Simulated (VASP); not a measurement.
Write the native input for VASP 6.6.1 that does the following.

```yaml
Task: single point
Functional: LDA
Potentials_or_basis: VASP PAW LDA potentials, release 64 (W_sv, C)
Cutoff: 520 eV
k_mesh: 9 × 9 × 9
Occupations: methfessel-paxton, width 0.05 eV
Spin: no spin polarisation
Dipole_correction: no
Further_INCAR_settings: ALGO = Normal; EDIFF = 1e-06; NBANDS = 16
```

The structure of WC lies in POSCAR:

```
WC
1.0
    0.0000000000      2.1926840000      2.1926840000
    2.1926840000      0.0000000000      2.1926840000
    2.1926840000      2.1926840000      0.0000000000
W C
1 1
Direct
    0.0000000000      0.0000000000      0.0000000000
    0.5000000000      0.5000000000      0.5000000000
```

The input as run:

INCAR

```
  PREC = Accurate
  ENCUT = 520
  EDIFF = 1E-6
  ISMEAR = 1
  SIGMA = 0.05
  LREAL = False
  LASPH = True
  NELM = 100
  ALGO = Normal
  ISIF = 2
  LWAVE = False
  LCHARG = False
  GGA = CA
  NBANDS = 16
```

KPOINTS

```
regular mesh
0
Gamma
  9 9 9
```

Potentials or basis: VASP PAW LDA potentials, release 64 (W_sv, C).

Command:

```console
$ cat potpaw_LDA.64/W_sv/POTCAR potpaw_LDA.64/C/POTCAR > POTCAR
$ mpirun -np 1 vasp_std > vasp.out
```

Results of the run:

```
Pressure               : -13.5 GPa
Band gap on the k mesh : zero (bands 9 and 10 overlap by 2.98 eV)
```

Caveat: the cell stands under tension; spin-orbit coupling is left out, which moves the levels of the heavy elements.

Run time: 17 s on 1 thread of Intel Xeon 8259CL (shared host), peak memory 0.13 GiB.
